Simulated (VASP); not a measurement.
# SiO2 (P4_2/mnm) in VASP: further runs, part 2 of 2

VASP 6.6.1. Earlier steps stand in the parts before.

### Step 3. Single point, PBE

This run uses another cell than the first one, of the same volume but with other edges.

INCAR reads:

```
ALGO     = Normal         # electronic algorithm
EDIFF    = 1E-6           # SCF threshold, eV
ENCUT    = 520            # plane-wave cutoff, eV
GGA      = PE             # functional
ISIF     = 2              # what is computed and relaxed
ISMEAR   = 0              # smearing method
LASPH    = True           # aspherical terms in the spheres
LCHARG   = False          # write CHGCAR
LREAL    = False          # projectors in reciprocal space
LWAVE    = False          # write WAVECAR
NBANDS   = 25             # bands
NELM     = 100            # most SCF steps
PREC     = Accurate       # precision mode
SIGMA    = 0.05           # smearing width, eV
```

KPOINTS reads:

```
k-points
0
Gamma
  6 6 10
```

POSCAR reads:

```
SiO2
1.0
    3.9863382722      0.0000000000      0.0000000000
    0.0000000000      3.9863382722      0.0000000000
    0.0000000000      0.0000000000      3.0382042036
Si O
2 4
Direct
    0.5000000000      0.5000000000      0.5000000000
    0.0000000000      0.0000000000      0.0000000000
    0.6930152168      0.6930152168      0.0000000000
    0.1930152168      0.8069847832      0.5000000000
    0.3069847832      0.3069847832      0.0000000000
    0.8069847832      0.1930152168      0.5000000000
```

Potentials or basis: VASP PAW PBE potentials, release 64 (Si, O).

Run with:

```
$ cat potpaw_PBE.64/Si/POTCAR potpaw_PBE.64/O/POTCAR > POTCAR
$ mpirun -np 1 vasp_std > vasp.out
```

Run time: 50 s. Hardware: 1 thread of Intel Xeon Platinum 8488C (Sapphire Rapids), shared host; peak memory 0.18 GiB.

Results (log left out):

| Property | Result |
| --- | --- |
| Free energy | -45.0764 eV |
| Pressure | -1.6 GPa |
| Largest force | 1.086 eV/Å |
| Band gap on the k mesh | 4.29 eV, direct |

Forces on the atoms (eV/Å):
```
Si   0.000  0.000  0.000
Si   0.000  0.000  0.000
O    0.768  0.768  0.000
O    0.768 -0.768  0.000
O   -0.768 -0.768  0.000
O   -0.768  0.768  0.000
```

Stress tensor (GPa, compression positive):
```
 19.36   0.00   0.00
  0.00  19.36   0.00
  0.00   0.00 -43.48
```

Levels at points of the mesh, in eV from the valence-band top:
| k point | band 13 | band 14 | band 15 | band 16 | band 17 | band 18 | band 19 | band 20 |
| --- | --- | --- | --- | --- | --- | --- | --- | --- |
| (0.00, 0.00, 0.00) | -2.55 | -0.49 | -0.49 | 0.00 | 4.29 | 4.70 | 6.28 | 6.28 |
| (0.50, 0.00, 0.00) | -2.63 | -2.63 | -0.76 | -0.76 | 6.26 | 6.26 | 7.21 | 7.21 |
| (0.50, 0.50, 0.00) | -2.85 | -2.85 | -1.30 | -1.30 | 5.88 | 5.88 | 8.55 | 8.55 |
| (0.00, 0.00, 0.50) | -3.06 | -3.06 | -2.07 | -2.07 | 8.86 | 8.86 | 11.43 | 11.43 |
| (0.50, 0.00, 0.50) | -1.51 | -1.51 | -1.21 | -1.21 | 8.86 | 8.86 | 11.11 | 11.11 |
| (0.50, 0.50, 0.50) | -0.98 | -0.98 | -0.96 | -0.96 | 7.29 | 7.29 | 11.51 | 11.51 |

Caveat: forces of over 1 eV/Å act on the atoms, so gaps and moduli don't describe the material at rest.

### Step 4. Single point, PBE

This run uses another cell than the first one, of the same volume but with other edges.

INCAR reads:

```
ALGO     = Normal         # electronic algorithm
EDIFF    = 1E-6           # SCF threshold, eV
ENCUT    = 520            # plane-wave cutoff, eV
GGA      = PE             # functional
ISIF     = 2              # what is computed and relaxed
ISMEAR   = 0              # smearing method
LASPH    = T              # aspherical terms in the spheres
LCHARG   = F              # write CHGCAR
LREAL    = F              # projectors in reciprocal space
LWAVE    = F              # write WAVECAR
NBANDS   = 25             # bands
NELM     = 60             # most SCF steps
PREC     = Accurate       # precision mode
SIGMA    = 0.05           # smearing width, eV
```

KPOINTS is that of step 3.

Edit POSCAR of step 3 so:

```diff
@@ -2,5 +2,5 @@
 1.0
-    3.9863382722      0.0000000000      0.0000000000
-    0.0000000000      3.9863382722      0.0000000000
-    0.0000000000      0.0000000000      3.0382042036
+    4.3555060581      0.0000000000      0.0000000000
+    0.0000000000      4.3555060581      0.0000000000
+    0.0000000000      0.0000000000      2.5450013350
 Si O
```

Run with:

```
$ cat potpaw_PBE.64/Si/POTCAR potpaw_PBE.64/O/POTCAR > POTCAR
$ mpirun -np 1 vasp_std > vasp.out
```

Wall time 40 s (1 thread of Intel Xeon Platinum 8488C (Sapphire Rapids), shared host); peak memory 0.18 GiB.

Results (log left out):

```
Free energy            : -45.9736 eV
Pressure               : 5.8 GPa
Largest force          : 0.585 eV/Å
Band gap on the k mesh : 5.25 eV, direct
```

Forces on the atoms (eV/Å):
```
Si   0.000  0.000  0.000
Si   0.000  0.000  0.000
O   -0.414 -0.414  0.000
O   -0.414  0.414  0.000
O    0.414  0.414  0.000
O    0.414 -0.414  0.000
```

Stress tensor (GPa, compression positive):
```
-8.12  0.00  0.00
 0.00 -8.12  0.00
 0.00  0.00 33.67
```

Levels at points of the mesh, in eV from the valence-band top:
| k point | band 14 | band 15 | band 16 | band 17 | band 18 | band 19 |
| --- | --- | --- | --- | --- | --- | --- |
| (0.00, 0.00, 0.00) | -0.90 | -0.90 | 0.00 | 5.25 | 8.08 | 9.34 |
| (0.50, 0.00, 0.00) | -2.10 | -1.11 | -1.11 | 7.80 | 7.80 | 10.07 |
| (0.50, 0.50, 0.00) | -2.34 | -2.31 | -2.31 | 7.75 | 7.75 | 10.74 |
| (0.00, 0.00, 0.50) | -2.53 | -2.48 | -2.48 | 8.54 | 8.54 | 11.57 |
| (0.50, 0.00, 0.50) | -2.25 | -1.57 | -1.57 | 8.33 | 8.33 | 8.84 |
| (0.50, 0.50, 0.50) | -1.81 | -1.39 | -1.39 | 6.63 | 6.63 | 10.46 |

### Step 5. Single point, PBE

This run uses another cell than the first one, of the same volume but with other edges.

INCAR reads:

```
  PREC = Accurate
  ENCUT = 520
  EDIFF = 1E-6
  ISMEAR = 0
  SIGMA = 0.05
  LREAL = False
  LASPH = True
  NELM = 60
  ALGO = Normal
  ISIF = 2
  LWAVE = False
  LCHARG = True
  GGA = PE
  LELF = True
  LVHAR = True
  NBANDS = 25
```

KPOINTS reads:

```
Automatic mesh
0
Gamma
  6 6 10
```

Edit POSCAR of step 4 so:

```diff
@@ -2,5 +2,5 @@
 1.0
-    4.3555060581      0.0000000000      0.0000000000
-    0.0000000000      4.3555060581      0.0000000000
-    0.0000000000      0.0000000000      2.5450013350
+    4.1036502217      0.0000000000      0.0000000000
+    0.0000000000      4.1036502217      0.0000000000
+    0.0000000000      0.0000000000      2.8669794919
 Si O
```

Run with:

```
$ cat potpaw_PBE.64/Si/POTCAR potpaw_PBE.64/O/POTCAR > POTCAR
$ mpirun -np 1 vasp_std > vasp.out
```

It took 38 s on 1 thread of Intel Xeon Platinum 8488C (Sapphire Rapids), shared host; peak memory 0.19 GiB.

It converged, with:

```
Free energy            : -45.9561 eV
Pressure               : -2.6 GPa
Largest force          : 0.633 eV/Å
Band gap on the k mesh : 4.61 eV, direct
```

Forces in eV/Å, atoms in the order of the input:
```
Si   0.000  0.000  0.000
Si   0.000  0.000  0.000
O    0.448  0.448  0.000
O    0.448 -0.448  0.000
O   -0.448 -0.448  0.000
O   -0.448  0.448  0.000
```

Stress tensor (GPa, compression positive):
```
  9.59   0.00   0.00
  0.00   9.59   0.00
  0.00   0.00 -27.08
```

Levels at points of the mesh, in eV from the valence-band top:
```csv
k point,band 13,band 14,band 15,band 16,band 17,band 18,band 19,band 20
"(0.00, 0.00, 0.00)",-2.72,-0.71,-0.71,0.00,4.61,5.37,7.10,7.10
"(0.50, 0.00, 0.00)",-2.80,-2.80,-0.92,-0.92,6.61,6.61,7.80,7.80
"(0.50, 0.50, 0.00)",-2.76,-2.76,-1.80,-1.80,6.26,6.26,8.91,8.91
"(0.00, 0.00, 0.50)",-3.07,-3.07,-2.42,-2.42,8.80,8.80,12.05,12.05
"(0.50, 0.00, 0.50)",-1.93,-1.93,-1.54,-1.54,8.65,8.65,10.28,10.28
"(0.50, 0.50, 0.50)",-1.42,-1.42,-1.32,-1.32,7.07,7.07,11.09,11.09
```

### Step 6. Single point, PBE

This run uses another cell than the first one, of the same volume but with other edges.

INCAR reads:

```
ALGO     = Normal         # electronic algorithm
EDIFF    = 1E-7           # SCF threshold, eV
ENCUT    = 520            # plane-wave cutoff, eV
GGA      = PE             # functional
ISIF     = 2              # what is computed and relaxed
ISMEAR   = 0              # smearing method
LASPH    = True           # aspherical terms in the spheres
LCHARG   = False          # write CHGCAR
LREAL    = False          # projectors in reciprocal space
LWAVE    = False          # write WAVECAR
NBANDS   = 25             # bands
NELM     = 100            # most SCF steps
PREC     = Accurate       # precision mode
SIGMA    = 0.05           # smearing width, eV
```

KPOINTS reads:

```
k-points
0
Gamma
  6 6 10
```

Edit POSCAR of step 5 so:

```diff
@@ -2,5 +2,5 @@
 1.0
-    4.1036502217      0.0000000000      0.0000000000
-    0.0000000000      4.1036502217      0.0000000000
-    0.0000000000      0.0000000000      2.8669794919
+    4.2941527299      0.0000000000      0.0000000000
+    0.0000000000      4.2941527299      0.0000000000
+    0.0000000000      0.0000000000      2.6182450127
 Si O
```

Potentials or basis: VASP PAW PBE potentials, release 64 (Si, O).

Run with:

```
$ cat potpaw_PBE.64/Si/POTCAR potpaw_PBE.64/O/POTCAR > POTCAR
$ mpirun -np 1 vasp_std > vasp.out
```

Run time: 42 s. Hardware: 1 thread of Intel Xeon Platinum 8488C (Sapphire Rapids), shared host; peak memory 0.18 GiB.

It converged, with:

- Free energy: -46.2349 eV
- Pressure: 2.5 GPa
- Largest force: 0.271 eV/Å
- Band gap on the k mesh: 5.17 eV, direct

Forces in eV/Å, atoms in the order of the input:
```
Si   0.000  0.000  0.000
Si   0.000  0.000  0.000
O   -0.192 -0.192  0.000
O   -0.192  0.192  0.000
O    0.192  0.192  0.000
O    0.192 -0.192  0.000
```

Stress tensor (GPa, compression positive):
```
-4.04  0.00  0.00
 0.00 -4.04  0.00
 0.00  0.00 15.67
```

Levels at points of the mesh, in eV from the valence-band top:
```csv
k point,band 13,band 14,band 15,band 16,band 17,band 18,band 19,band 20
"(0.00, 0.00, 0.00)",-2.28,-0.88,-0.88,0.00,5.17,7.28,8.83,8.83
"(0.50, 0.00, 0.00)",-2.40,-2.40,-1.08,-1.08,7.60,7.60,9.47,9.47
"(0.50, 0.50, 0.00)",-2.42,-2.42,-2.27,-2.27,7.38,7.38,10.26,10.26
"(0.00, 0.00, 0.50)",-2.72,-2.72,-2.55,-2.55,8.57,8.57,11.86,11.86
"(0.50, 0.00, 0.50)",-2.25,-2.25,-1.64,-1.64,8.37,8.37,9.12,9.12
"(0.50, 0.50, 0.50)",-1.79,-1.79,-1.45,-1.45,6.71,6.71,10.56,10.56
```

 A k mesh can miss the band edges.

### Step 7. Summary

| cell | gap on the mesh (eV) | pressure (GPa) | largest force (eV/Å) |
| --- | --- | --- | --- |
| a = 4.472, b = 4.472, c = 2.414 Å, 6 atoms | 5.17 | 14.1 | 1.20 |
| a = 3.986, b = 3.986, c = 3.038 Å, 6 atoms | 4.29 | -1.6 | 1.09 |
| a = 4.356, b = 4.356, c = 2.545 Å, 6 atoms | 5.25 | 5.8 | 0.59 |
| a = 4.104, b = 4.104, c = 2.867 Å, 6 atoms | 4.61 | -2.6 | 0.63 |
| a = 4.294, b = 4.294, c = 2.618 Å, 6 atoms | 5.17 | 2.5 | 0.27 |

Alike in all rows: task single point; level PBE; potentials or basis VASP PAW PBE potentials, release 64 (Si, O); no spin polarisation; k mesh 6 × 6 × 10; cutoff (eV) 520; smearing gaussian 0.05 eV.

Caveats: forces of over 1 eV/Å act on the atoms, so gaps and moduli don't describe the material at rest (some runs).

Absolute energies hang on the potentials; compare differences alone.
